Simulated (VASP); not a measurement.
Write the native input for VASP 6.6.1 that does the following.

```
Task                   : single point
Functional             : PBE
Potentials or basis    : VASP PAW PBE potentials, release 64 (Ca_sv, Se)
Cutoff                 : 520 eV
k mesh                 : 6 × 6 × 6
Occupations            : fermi-dirac, width 0.02 eV
Spin                   : no spin polarisation
Dipole correction      : no
Further INCAR settings : ALGO = Normal; EDIFF = 1e-06; NBANDS = 15
```

The structure of CaSe lies in POSCAR:

```
CaSe
1.0
    0.0000000000      3.2795613712      3.2631635643
    3.2795613712      0.0000000000      3.2631635643
    3.2795613712      3.2795613712      0.0000000000
Ca Se
1 1
Direct
    0.0000000000      0.0000000000      0.0000000000
    0.2500000000      0.2500000000      0.2500000000
```

This cell differs from its parent crystal: uniaxial z strain -0.5%.

One way to write it, as run:

INCAR

```
SYSTEM = CaSe
  PREC = Accurate
  ENCUT = 520
  EDIFF = 1E-6
  ISMEAR = -1
  SIGMA = 0.02
  LREAL = .False.
  LASPH = .True.
  NELM = 60
  ALGO = Normal
  ISIF = 2
  LWAVE = .False.
  LCHARG = .False.
  GGA = PE
  NBANDS = 15
```

KPOINTS

```
Automatic mesh
0
Gamma
  6 6 6
  0 0 0
```

Potentials or basis: VASP PAW PBE potentials, release 64 (Ca_sv, Se).

Launch:

```sh
$ cat potpaw_PBE.64/Ca_sv/POTCAR potpaw_PBE.64/Se/POTCAR > POTCAR
$ mpirun -np 1 vasp_std > vasp.out
```

It gave:

- Pressure: 0.7 GPa
- Band gap on the k mesh: 3.22 eV (least direct gap 3.31 eV)

Caveat: the cell differs from its parent crystal (uniaxial z strain -0.5%); the structure was generated, so it needn't be the stable form of CaSe.

It took 60 s on 1 thread of Intel Xeon 8259CL, on a shared host, peak memory 0.22 GiB.
